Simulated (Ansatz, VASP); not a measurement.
## Two plane-wave programs on P5N2

The input INCAR:

```
  ALGO = Normal
  EDIFF = 1E-6
  ENCUT = 520
  ISIF = 2
  ISMEAR = -1
  LASPH = True
  LCHARG = False
  LREAL = False
  LWAVE = False
  NBANDS = 48
  NELM = 60
  PREC = Accurate
  SIGMA = 0.0157
```

File KPOINTS:

```
k-points
0
Gamma
  4 4 13
```

Contents of POSCAR:

```
P5N2
1.0
    8.6047860000      0.0000000000      0.0000000000
    0.0000000000      8.6047860000      0.0000000000
    0.0000000000      0.0000000000      2.5839310000
N P
4 10
Direct
    0.3197000000      0.8197000000      0.5000000000
    0.1803000000      0.3197000000      0.5000000000
    0.6803000000      0.1803000000      0.5000000000
    0.8197000000      0.6803000000      0.5000000000
    0.2936800000      0.5603000000      0.0000000000
    0.4397000000      0.2936800000      0.0000000000
    0.7063200000      0.4397000000      0.0000000000
    0.5603000000      0.7063200000      0.0000000000
    0.7936800000      0.9397000000      0.0000000000
    0.9397000000      0.2063200000      0.0000000000
    0.2063200000      0.0603000000      0.0000000000
    0.0603000000      0.7936800000      0.0000000000
    0.5000000000      0.0000000000      0.0000000000
    0.0000000000      0.5000000000      0.0000000000
```

Input for Ansatz:

```yaml
crystal:
  lattice:
    - [8.604786, 0.0, 0.0]
    - [0.0, 8.604786, 0.0]
    - [0.0, 0.0, 2.583931]
  atoms:
    - { symbol: "N", position: [0.3197, 0.8197, 0.5] }
    - { symbol: "N", position: [0.1803, 0.3197, 0.5] }
    - { symbol: "N", position: [0.6803, 0.1803, 0.5] }
    - { symbol: "N", position: [0.8197, 0.6803, 0.5] }
    - { symbol: P, position: [0.29368, 0.5603, 0.0] }
    - { symbol: P, position: [0.4397, 0.29368, 0.0] }
    - { symbol: P, position: [0.70632, 0.4397, 0.0] }
    - { symbol: P, position: [0.5603, 0.70632, 0.0] }
    - { symbol: P, position: [0.79368, 0.9397, 0.0] }
    - { symbol: P, position: [0.9397, 0.20632, 0.0] }
    - { symbol: P, position: [0.20632, 0.0603, 0.0] }
    - { symbol: P, position: [0.0603, 0.79368, 0.0] }
    - { symbol: P, position: [0.5, 0.0, 0.0] }
    - { symbol: P, position: [0.0, 0.5, 0.0] }
  symmetry: { tolerance: 0.0003 }
kpoints:
  mp_grid: { grid: [4, 4, 13], shift: [0, 0, 0] }
  band_path:
    path:
      - [0.0, 0.0, 0.0]
      - [0.0, 0.5, 0.0]
      - [0.5, 0.5, 0.0]
      - [0.0, 0.0, 0.0]
      - [0.0, 0.0, 0.5]
      - [0.0, 0.5, 0.5]
      - [0.5, 0.5, 0.5]
      - [0.0, 0.0, 0.5]
      - [0.0, 0.5, 0.0]
      - [0.0, 0.5, 0.5]
      - [0.5, 0.5, 0.0]
    npoints: 6
magnetization:
  spin_polarized: false
scf:
  occupations: { method: fermi_dirac, width: 0.0157 }
  lower_state_search: "off"
  max_iter: 200
hamiltonian:
  pseudopotentials: { kind: paw }
  xc: lda
basis:
  ecutwfc: 420
  fft_grid_basis: typed
output:
  forces: true
  stress: true
  eigenvalues: true
  bader: true
  populations: true
  elf: true
  write_potential: true
  volumetric_format: npy
  dos:
    e_range: [-12, 8]
    de: 0.05
    projected: { site_lists: { "N": ["N"], P: [P] } }
checkpoint:
  read: saved_state
```

Alike in both runs: task single point; functional LDA; k mesh 4 × 4 × 13; occupations fermi-dirac, width 0.0157 eV; no spin polarisation.

|  | VASP | Ansatz |
| --- | --- | --- |
| version | VASP 6.6.1 | Ansatz 0.2.0 |
| potentials or method | VASP PAW LDA potentials, release 64 (N, P), cutoff 520 eV | PAW plane waves |
| valence electrons in the cell | 70 | 70 |

```tsv
	VASP	Ansatz	Ansatz less VASP
pressure (GPa)	-16.9	-16.8	+0.05
traceless stress, the component that is largest in VASP (GPa)	1.40	1.43	+0.026
rms of the force components (eV/Å)	0.278	0.277	-0.0012
```

LDA's correlation is that of Perdew and Zunger in VASP and of Perdew and Wang (1992) in Ansatz. Atom by atom the forces differ by 0.001 eV/Å (rms over components).
